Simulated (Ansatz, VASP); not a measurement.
## InH2F3: VASP beside Ansatz

```
CELL_PARAMETERS angstrom
5.06622 0.00000 0.00000
-2.53311 4.38747 0.00000
0.00000 0.00000 2.58843
ATOMIC_POSITIONS crystal
In 0.00000 0.00000 0.00000
H 0.33333 0.66667 0.00000
H 0.66667 0.33333 0.00000
F 0.50000 0.00000 0.50000
F 0.50000 0.50000 0.50000
F 0.00000 0.50000 0.50000
```

Change from the starting cell: species swapped into the NdB2Rh3 type (P6/mmm, No. 191).

Alike in both runs: functional PBE; k mesh 3 × 3 × 4; occupations gaussian, width 0.15 eV; no spin polarisation.

Ansatz relaxed the structure, and its values are those at the end. VASP's run is a single point on that final structure, the one shown.

|  | VASP | Ansatz |
| --- | --- | --- |
| version | VASP 6.6.1 | Ansatz 0.2.0 |
| potentials or method | VASP PAW PBE potentials, release 64 (In_d, H, F), cutoff 600 eV | scalar-relativistic, plane waves, PAW |
| valence electrons in the cell | 36 | 36 |

```tsv
	VASP	Ansatz	Ansatz less VASP
gap on the k mesh at the Fermi level (eV)	none	none	-
pressure (GPa)	-1.0	-0.6	+0.34
```

A gap of «none» marks a metal or a gap that the smearing closes. With one functional, cell and mesh, what is left measures potentials, basis and numerics.

The k mesh is coarse, so the values compare programs but aren't converged.
